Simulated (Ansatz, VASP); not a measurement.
**Fe in VASP and in Ansatz**

```
Fe
1.0
     0.00000    1.77944    1.77944
     1.77944    0.00000    1.77944
     1.77944    1.77944    0.00000
Fe
1
Direct
  0.00000 0.00000 0.00000
```

Alike in both runs: task single point; functional revPBE; k mesh 17 × 17 × 17; occupations fermi-dirac, width 0.1 eV; no spin polarisation.

|  | VASP | Ansatz |
| --- | --- | --- |
| version | VASP 6.6.1 | Ansatz 0.2.0 |
| potentials or method | VASP PAW PBE potentials, release 64 (Fe), cutoff 520 eV | plane waves (420 eV) with PAW, scalar-relativistic |
| valence electrons in the cell | 8 | 16 |

Ansatz gave:

| Property | Result |
| --- | --- |
| pressure (GPa) | -17.2 |

Question: Estimate VASP's values.

Answer: Pressure (GPa): -17.4.

VASP's potentials were made for PBE, not for revPBE. The functional is the same, so the differences come from potentials, cutoffs and numerics. VASP's potentials hold 8 valence electrons a cell and Ansatz's 16, so a difference there can come from the potentials and not from the codes.
